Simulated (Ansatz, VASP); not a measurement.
**Ta: VASP beside Ansatz**

```xyz
1
Lattice="-1.6412 1.6412 1.6412 1.6412 -1.6412 1.6412 1.6412 1.6412 -1.6412" Properties=species:S:1:pos:R:3 pbc="T T T"
Ta    0.0000    0.0000    0.0000
```

Alike in both runs: functional PBEsol; k mesh 20 × 20 × 20; occupations fermi-dirac, width 0.08 eV; no spin polarisation.

Ansatz relaxed the structure, and its values are those at the end. VASP's run is a single point on that final structure, the one shown.

|  | VASP | Ansatz |
| --- | --- | --- |
| version | VASP 6.6.1 | Ansatz 0.2.0 |
| potentials or method | VASP PAW PBE potentials, release 64 (Ta_pv) | PAW with Ansatz's default frozen-core files, scalar-relativistic |
| plane-wave cutoff (eV) | 520 | 420 |
| valence electrons in the cell | 11 | 13 |

Ansatz gave:

```
pressure (GPa) : 0.0
```

Q: What did VASP give for the same quantities?

A: Pressure (GPa): 0.2.

VASP's potentials were made for PBE, not for PBEsol. With one functional, cell and mesh, what is left measures potentials, basis and numerics. VASP's potentials hold 11 valence electrons a cell and Ansatz's 13, so a difference there can come from the potentials and not from the codes.

Neither program's run includes spin-orbit coupling.
